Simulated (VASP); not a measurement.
A run of VASP 6.6.1 is set up as follows.

The input INCAR:

```
ALGO = Normal
EDIFF = 1E-6
ENCUT = 520
GGA = PS
ISIF = 2
ISMEAR = 0
LASPH = T
LCHARG = F
LREAL = F
LWAVE = F
NBANDS = 11
NELM = 80
PREC = Accurate
SIGMA = 0.02
```

File KPOINTS:

```
k-points
0
Gamma
  12 12 12
```

POSCAR

```
Si
1.0
    0.0000000000      2.7169171026      2.7169171026
    2.7169171026      0.0000000000      2.7169171026
    2.7169171026      2.7169171026      0.0000000000
Si
2
Direct
    0.7500000000      0.7500000000      0.7500000000
    0.5000000000      0.5000000000      0.5000000000
```

Potentials or basis: VASP PAW PBE potentials, release 64 (Si).

Launch:

```console
$ cat potpaw_PBE.64/Si/POTCAR > POTCAR
$ mpirun -np 1 vasp_std > vasp.out
```

Problem. What does it give for the pressure?

Solution. 0.1 GPa.

Problem. Predict the band gap on the k mesh.

Solution. 0.46 eV, indirect (least direct gap 2.52 eV).

Caveat: the PAW data sets were made with another functional, which shifts forces and pressure a little. A k mesh can miss the band edges.
